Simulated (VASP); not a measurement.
# NaI (R-3m) in VASP: further runs

NaI is run at these levels: PBE, r2SCAN, HSE06; tasks: single point.

Everything below comes from runs of VASP 6.6.1. Logs are shortened: lines on timing, memory, paths and dates and some standing lists are left out, and cuts for length are marked.

## (1) The cell of the first run

The structure is trigonal, space group R-3m (No. 166). Conventional cell: a = 5.799 Å, b = 5.799 Å, c = 6.761 Å, α = 90.00°, β = 90.00°, γ = 120.00°. Na (site symmetry -3m) has 8 I at 3.38 to 3.53 Å and 6 Na at 4.04 Å within 4.4 Å. I (site symmetry -3m) has 8 Na at 3.38 to 3.53 Å and 6 I at 4.04 Å within 4.4 Å.

## (2) Single point, PBE (epitaxial 111 strain +1.5%)

File INCAR:

```
PREC = Accurate ; ENCUT = 520
EDIFF = 1E-7 ; ISMEAR = -1
SIGMA = 0.02 ; LREAL = False
LASPH = True ; NELM = 80
ALGO = Normal ; ISIF = 2
LWAVE = False ; LCHARG = False
GGA = PE ; NBANDS = 14
```

File KPOINTS:

```
regular mesh
0
Gamma
  6 6 6
```

File POSCAR:

```
NaI
1.0
    4.0347362004     -0.0656002985     -0.0656002985
   -0.0656002985      4.0347362004     -0.0656002985
   -0.0656002985     -0.0656002985      4.0347362004
Na I
1 1
Direct
    0.0000000000      0.0000000000      0.0000000000
    0.5000000000      0.5000000000      0.5000000000
```

Potentials or basis: VASP PAW PBE potentials, release 64 (Na_pv, I).

On the command line:

```bash
$ cat potpaw_PBE.64/Na_pv/POTCAR potpaw_PBE.64/I/POTCAR > POTCAR
$ mpirun -np 1 vasp_std > vasp.out
```

OUTCAR:

```text
PREC = Accurate
   ENCUT = 520
   EDIFF = 1E-7
   ISMEAR = -1
   LREAL = False
   LASPH = True
   NELM = 80
   ISIF = 2
   GGA = PE

 ion  position               nearest neighbor table
   1  0.000  0.000  0.000-
   2  0.500  0.500  0.500-

  LATTYP: Found a trigonal (rhomboedric) cell.
 ALAT       =     4.0358026470
 COS(alpha) =    -0.0322363687

  Lattice vectors:

 A1 = (   4.0347362004,  -0.0656002985,  -0.0656002985)
 A2 = (  -0.0656002985,   4.0347362004,  -0.0656002985)
 A3 = (  -0.0656002985,  -0.0656002985,   4.0347362004)

Analysis of symmetry for initial positions (statically):
=====================================================================
 Subroutine PRICEL returns:
 Original cell was already a primitive cell.

 Routine SETGRP: Setting up the symmetry group for a
 trigonal (rhombohedral) supercell.

 Subroutine GETGRP returns: Found 12 space group operations
 (whereof 12 operations were pure point group operations)
 out of a pool of 12 trial point group operations.

The static configuration has the point symmetry D_3d.

Analysis of symmetry for dynamics (positions and initial velocities):
=====================================================================
 Subroutine PRICEL returns:
 Original cell was already a primitive cell.

 Routine SETGRP: Setting up the symmetry group for a
 trigonal (rhombohedral) supercell.

 Subroutine GETGRP returns: Found 12 space group operations
 (whereof 12 operations were pure point group operations)
 out of a pool of 12 trial point group operations.

The dynamic configuration has the point symmetry D_3d.

 Subroutine INISYM returns: Found 12 space group operations
 (whereof 12 operations are pure point group operations),
 and found     1 'primitive' translations

----------------------------------------------------------------------------------------

                                     Primitive cell

  volume of cell :      65.6292

  direct lattice vectors                    reciprocal lattice vectors
     4.034736200 -0.065600299 -0.065600299     0.247980953  0.004098531  0.004098531
    -0.065600299  4.034736200 -0.065600299     0.004098531  0.247980953  0.004098531
    -0.065600299 -0.065600299  4.034736200     0.004098531  0.004098531  0.247980953

  length of vectors
     4.035802647  4.035802647  4.035802647     0.248048683  0.248048683  0.248048683

  position of ions in fractional coordinates (direct lattice)
     0.000000000  0.000000000  0.000000000
     0.500000000  0.500000000  0.500000000

  ion indices of the primitive-cell ions
   primitive index   ion index
                 1           1
                 2           2

----------------------------------------------------------------------------------------

 KPOINTS: regular mesh

Automatic generation of k-mesh.
 Grid dimensions read from file:
 generate k-points for:    6    6    6

 Generating k-lattice:

  Cartesian coordinates                     Fractional coordinates (reciprocal lattice)
     0.041330159  0.000683088  0.000683088     0.166666667 -0.000000000 -0.000000000
     0.000683088  0.041330159  0.000683088    -0.000000000  0.166666667 -0.000000000
     0.000683088  0.000683088  0.041330159    -0.000000000 -0.000000000  0.166666667

  Length of vectors
     0.041341447  0.041341447  0.041341447

  Shift w.r.t. Gamma in fractional coordinates (k-lattice)
     0.000000000  0.000000000  0.000000000

 Subroutine IBZKPT returns following result:
 ===========================================

 Found     32 irreducible k-points:

 Following reciprocal coordinates:
            Coordinates               Weight
  0.000000  0.000000  0.000000      1.000000
  0.166667  0.000000 -0.000000      6.000000
  0.333333  0.000000  0.000000      6.000000
  0.500000 -0.000000 -0.000000      3.000000
  0.166667  0.166667  0.000000      6.000000
  0.333333  0.166667  0.000000     12.000000
[... 16 lines left out ...]
  0.500000  0.500000  0.166667      6.000000
 -0.333333  0.500000  0.166667     12.000000
 [... further k-points ...]
   k-points           NKPTS =     32   k-points in BZ     NKDIM =     32   number of bands    NBANDS=     14
   number of dos      NEDOS =    301   number of ions     NIONS =      2
   total plane-waves  NPLWV =  27000
   dimension x,y,z NGX =    30 NGY =   30 NGZ =   30
   dimension x,y,z NGXF=    60 NGYF=   60 NGZF=   60
   ions per type =               1   1
   NGX,Y,Z   is equivalent  to a cutoff of  12.36, 12.36, 12.36 a.u.
   NGXF,Y,Z  is equivalent  to a cutoff of  24.72, 24.72, 24.72 a.u.
 SYSTEM =  unknown system
   PREC   = accura    normal or accurate (medium, high low for compatibility)
   ISTART =      0    job   : 0-new  1-cont  2-samecut
   ICHARG =      2    charge: 1-file 2-atom 10-const
   ISPIN  =      1    spin polarized calculation?
   LNONCOLLINEAR =      F non collinear calculations
   LSORBIT =      F    spin-orbit coupling
   LASPH  =      T    aspherical Exc in radial PAW
   ENCUT  =  520.0 eV  38.22 Ry    6.18 a.u.   7.50  7.50  7.50*2*pi/ulx,y,z
   NELM   =     80;   NELMIN=  2; NELMDL= -5     # of ELM steps
   EDIFF  = 0.1E-06   stopping-criterion for ELM
   LREAL  =      F    real-space projection
   EDIFFG = 0.1E-05   stopping-criterion for IOM
   NSW    =      0    number of steps for IOM
   IBRION =     -1    ionic relax: 0-MD 1-quasi-New 2-CG
   NFREE  =      0    steps in history (QN), initial steepest desc. (CG)
   ISIF   =      2    stress and relaxation
   ISYM   =      2    0-nonsym 1-usesym 2-fastsym
   POTIM  = 0.5000    time-step for ionic-motion
   TEBEG  =    0.0;   TEEND  =   0.0 temperature during run
   PSTRESS=    0.0 pullay stress
   NELECT =      14.0000    total number of electrons
   NUPDOWN=      -1.0000    fix difference up-down
   EMIN   =  10.00;   EMAX   =-10.00  energy-range for DOS
   EFERMI =   0.00;   METHOD = LEGACY
   ISMEAR =    -1;   SIGMA  =   0.02  broadening in eV -4-tet -1-fermi 0-gaus
   EFERMI_NEDOS =   21; number of points for ismear=-14 and -15
   IALGO  =     38    algorithm
   IMIX   =      4    mixing-type and parameters
     AMIX     =   0.40;   BMIX     =  1.00
     AMIX_MAG =   1.60;   BMIX_MAG =  1.00
  volume/ion in A,a.u.               =      32.81       221.44
  Fermi-wavevector in a.u.,A,eV,Ry     =   0.978179  1.848491 13.018527  0.956835
  Thomas-Fermi vector in A             =   2.108935
   LORBIT       =      0    0 simple, 1 ext, 2 COOP (PROOUT), +10 PAW based schemes
   GGA     = PE    functional components
   LHFCALC =     F    Hartree Fock is set to
   AEXX    =    0.0000 exact exchange contribution
   IVDW    =     0    specifies the selected vdW correction
   LEPSILON=     F    determine dielectric tensor
   LRPA    =     F    only Hartree local field effects (RPA)
 non-spin polarized calculation
  energy-cutoff  :      520.00
  volume of cell :       65.63
 maximum number of plane-waves:      1783
   NGX = 15   NGY = 15   NGZ = 15

 number of electron      13.9999980 magnetization

 Free energy of the ion-electron system (eV)
  ---------------------------------------------------
  ext. energy  EPLUGINS =         0.00000000
  ---------------------------------------------------
  free energy    TOTEN  =        -5.07354563 eV

  energy without entropy =       -5.07354563  energy(sigma->0) =       -5.07354563

 E-fermi :   2.4276     XC(G=0):  -7.8890

 val. band max:        1.9757831315   @ k =   0.5000   0.5000  -0.0000
 cond. band min:       4.2995826788   @ k =   0.0000   0.0000   0.0000
 fundamental gap:      2.3237995473
 Fermi energy:         2.4275988809

 k-point     1 :       0.0000    0.0000    0.0000
  band No.  band energies     occupation
      1     -21.7084      2.00000
      2     -21.7084      2.00000
      3     -21.7019      2.00000
      4      -9.8533      2.00000
      5       1.2198      2.00000
      6       1.3861      2.00000
      7       1.3861      2.00000
      8       4.2996      0.00000
      9       7.5777      0.00000
     10       7.5777      0.00000
     11      12.9959      0.00000
     12      12.9959      0.00000
     13      13.6338      0.00000
     14      13.6455      0.00000

 k-point     2 :       0.1667    0.0000   -0.0000
  band No.  band energies     occupation
      1     -21.7099      2.00000
      2     -21.7082      2.00000
      3     -21.7023      2.00000
      4      -9.7757      2.00000
      5       0.3981      2.00000
      6       1.3556      2.00000
      7       1.4617      2.00000
      8       4.9974      0.00000
      9       7.8036      0.00000
     10       8.3722      0.00000
     11      11.6406      0.00000
     12      11.7496      0.00000
     13      12.5121      0.00000
     14      13.9812      0.00000

 k-point     3 :       0.3333    0.0000    0.0000
  band No.  band energies     occupation
      1     -21.7135      2.00000
      2     -21.7079      2.00000
      3     -21.7025      2.00000
      4      -9.6095      2.00000
      5      -0.8177      2.00000
      6       1.5113      2.00000
      7       1.6234      2.00000
      8       5.9765      0.00000
      9       8.4347      0.00000
     10       8.8958      0.00000
     11      10.3890      0.00000
     12      10.4530      0.00000
     13      11.9123      0.00000
     14      12.9299      0.00000

 k-point     4 :       0.5000   -0.0000   -0.0000
  band No.  band energies     occupation
      1     -21.7154      2.00000
      2     -21.7077      2.00000
      3     -21.7025      2.00000
      4      -9.5200      2.00000
      5      -1.3017      2.00000
      6       1.5965      2.00000
      7       1.7102      2.00000
      8       6.6253      0.00000
      9       8.3215      0.00000
     10       8.9932      0.00000
     11       9.8573      0.00000
     12      10.0409      0.00000
     13      10.7817      0.00000
     14      14.8830      0.00000

 k-point     5 :       0.1667    0.1667    0.0000
  band No.  band energies     occupation
      1     -21.7102      2.00000
      2     -21.7091      2.00000
      3     -21.7029      2.00000
      4      -9.6979      2.00000
      5       0.3059      2.00000
      6       0.6967      2.00000
      7       1.4867      2.00000
      8       5.6887      0.00000
      9       8.2533      0.00000
     10       8.7950      0.00000
     11      10.5893      0.00000
[... 276 lines left out ...]
 k-point    22 :      -0.1667    0.3333    0.1667
  band No.  band energies     occupation
      1     -21.7132      2.00000
      2     -21.7098      2.00000
      3     -21.7039      2.00000
      4      -9.4721      2.00000
      5      -0.5657      2.00000
      6       0.8486      2.00000
      7       0.9534      2.00000
      8       6.7949      0.00000
      9       8.2445      0.00000
     10       8.5510      0.00000
     11      10.1596      0.00000
     12      10.6019      0.00000
     13      11.7780      0.00000
     14      14.0678      0.00000

 k-point    23 :       0.5000    0.5000    0.1667
  band No.  band energies     occupation
      1     -21.7155      2.00000
      2     -21.7125      2.00000
      3     -21.7048      2.00000
      4      -9.1707      2.00000
      5      -0.5479      2.00000
      6      -0.4747      2.00000
      7       1.3154      2.00000
      8       5.0141      0.00000
      9       8.2319      0.00000
     10       8.4076      0.00000
     11      10.2551      0.00000
     12      11.5532      0.00000
     13      13.0181      0.00000
     14      13.2406      0.00000

 k-point    24 :      -0.3333    0.5000    0.1667
  band No.  band energies     occupation
      1     -21.7149      2.00000
      2     -21.7117      2.00000
      3     -21.7047      2.00000
      4      -9.2469      2.00000
      5      -0.7090      2.00000
      6      -0.0591      2.00000
      7       1.2243      2.00000
      8       5.6578      0.00000
      9       8.0620      0.00000
     10       8.4454      0.00000
     11      10.1650      0.00000
     12      11.9666      0.00000
     13      12.4650      0.00000
     14      12.9799      0.00000

 [... further k-points ...]
[... 5 lines left out ...]
  --------------------------------------------------------------------------------------
  -------------------------------------------------------------------------------------
  Total        0.1719126      0.1719126      0.1719126     -0.0258609     -0.0258609     -0.0258609
  in kB        4.1968268      4.1968268      4.1968268     -0.6313317     -0.6313317     -0.6313317
  external PRESSURE =       4.1968268 kB  Pullay stress =       0.0000000 kB

 VOLUME and BASIS-vectors are now :
 -----------------------------------------------------------------------------
  energy-cutoff  :      520.00
  volume of cell :       65.63
      direct lattice vectors                 reciprocal lattice vectors
     4.034736200 -0.065600299 -0.065600299     0.247980953  0.004098531  0.004098531
    -0.065600299  4.034736200 -0.065600299     0.004098531  0.247980953  0.004098531
    -0.065600299 -0.065600299  4.034736200     0.004098531  0.004098531  0.247980953

 POSITION                                       TOTAL-FORCE (eV/Angst)
 -----------------------------------------------------------------------------------
      0.00000      0.00000      0.00000         0.000000     -0.000000      0.000000
      1.95177      1.95177      1.95177        -0.000000      0.000000     -0.000000
 -----------------------------------------------------------------------------------
    total drift:                               -0.000000     -0.000000     -0.000000

  FREE ENERGIE OF THE ION-ELECTRON SYSTEM (eV)
  ---------------------------------------------------
  free  energy   TOTEN  =        -5.0735456296 eV

  energy  without entropy=       -5.0735456296  energy(sigma->0) =       -5.07354563
```

Run time: 34 s. Hardware: 1 thread of Oxide Virtual Turin-like, shared host; peak memory 0.15 GiB.

What came out:

| Property | Result |
| --- | --- |
| Free energy | -5.0735 eV |
| Pressure | 0.4 GPa |
| Band gap on the k mesh | 2.32 eV (least direct gap 2.80 eV) |

Caveat: the cell differs from its parent crystal (epitaxial 111 strain +1.5%); the structure was generated, so it needn't be the stable form of NaI; spin-orbit coupling is left out, which moves the levels of the heavy elements.

[end of part 1 of 3]
